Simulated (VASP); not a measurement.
Wanted: the native input for a VASP 6.6.1 run.

| Property | Result |
| --- | --- |
| Task | single point |
| Functional | PBEsol |
| Potentials or basis | VASP PAW PBE potentials, release 64 (Se) |
| Cutoff | 520 eV |
| k mesh | 11 × 11 × 11 |
| Occupations | fermi-dirac, width 0.08 eV |
| Spin | no spin polarisation |
| Dipole correction | no |
| Further INCAR settings | ALGO = Normal; EDIFF = 1e-06; NBANDS = 13 |

The structure of Se lies in POSCAR:

```
Se
1.0
    0.0000000000      2.5944036122      2.5944036122
    2.5944036122      0.0000000000      2.5944036122
    2.5944036122      2.5944036122      0.0000000000
Se
2
Direct
   -0.1250000000     -0.1250000000     -0.1250000000
    0.1250000000      0.1250000000      0.1250000000
```

This cell differs from its parent crystal: volume scaled by 0.58.

One way to write it, as run:

INCAR

```
SYSTEM = Se
ALGO = Normal
EDIFF = 1E-6
ENCUT = 520
GGA = PS
ISIF = 2
ISMEAR = -1
LASPH = .True.
LCHARG = .False.
LREAL = .False.
LWAVE = .False.
NBANDS = 13
NELM = 80
PREC = Accurate
SIGMA = 0.08
```

KPOINTS

```
k-points
0
Gamma
  11 11 11
  0 0 0
```

Potentials or basis: VASP PAW PBE potentials, release 64 (Se).

Run with:

```bash
$ cat potpaw_PBE.64/Se/POTCAR > POTCAR
$ mpirun -np 1 vasp_std > vasp.out
```

It gave:

* Pressure: 69.9 GPa
* Band gap on the k mesh: zero (band 6 reaches 9.42 eV, above the bottom of band 7 at 6.51 eV)

Caveat: the PAW data sets were made with another functional, which shifts forces and pressure a little.

It took 18 s on 1 thread of Intel(R) Xeon(R) Platinum 8259CL CPU @ 2.50GHz (Skylake/Cascade Lake) (shared host), peak memory 0.16 GiB.
